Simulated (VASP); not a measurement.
Write the native input for VASP 6.6.1 that does the following.

```
Task                   : relaxation of cell and atoms
Functional             : PBE
Potentials or basis    : VASP PAW PBE potentials, release 64 (Ca_sv, Se)
Cutoff                 : 600 eV
k mesh                 : 9 × 9 × 6
Occupations            : gaussian, width 0.02 eV
Spin                   : no spin polarisation
Dipole correction      : no
Further INCAR settings : ALGO = Normal; EDIFF = 1e-07; IBRION = 2; EDIFFG = -0.01; NSW = 65; ISIF = 3
```

The structure of CaSe lies in POSCAR:

```
CaSe
1.0
    4.2136692919      0.0000000000      0.0000000000
   -2.1068346459      3.6491446499      0.0000000000
    0.0000000000      0.0000000000      6.8808501003
Ca Se
2 2
Direct
    0.0000000000      0.0000000000      0.0000000000
    0.3333333333      0.6666666667      0.5000000000
    0.6666666667      0.3333333333      0.2500000000
    0.6666666667      0.3333333333      0.7500000000
```

The input as run:

INCAR

```
SYSTEM = CaSe
  PREC = Accurate
  ENCUT = 600
  EDIFF = 1E-7
  ISMEAR = 0
  SIGMA = 0.02
  LREAL = .False.
  LASPH = .True.
  NELM = 80
  ALGO = Normal
  ISIF = 3
  LWAVE = .False.
  LCHARG = .False.
  GGA = PE
  IBRION = 2
  NSW = 65
  EDIFFG = -0.01
```

KPOINTS

```
Automatic mesh
0
Gamma
  9 9 6
  0 0 0
```

Potentials or basis: VASP PAW PBE potentials, release 64 (Ca_sv, Se).

Command:

```bash
$ cat potpaw_PBE.64/Ca_sv/POTCAR potpaw_PBE.64/Se/POTCAR > POTCAR
$ mpirun -np 1 vasp_std > vasp.out
```

It gave:

```yaml
Relaxed_volume: 26.92 Å³/atom
Relaxed_cell: a = 4.111 Å, b = 4.111 Å, c = 7.357 Å, α = 90.00°, β = 90.00°, γ = 120.00°
Space_group_after_relaxing_to_0.1_Å: P6_3/mmc (No. 194)
Energy_gained_by_relaxing: 50.0 meV/atom
Ionic_steps: 6
Pressure_after_relaxing: 0.0 GPa
Band_gap_on_the_k_mesh: 1.72 eV (least direct gap 1.88 eV)
```

Caveat: an odd mesh through Γ misses points on the zone boundary, where band edges can lie.

Run time: 7.3 min on 1 thread of Intel(R) Xeon(R) Platinum 8259CL CPU @ 2.50GHz (Skylake/Cascade Lake), with other jobs on the host, peak memory 0.35 GiB.
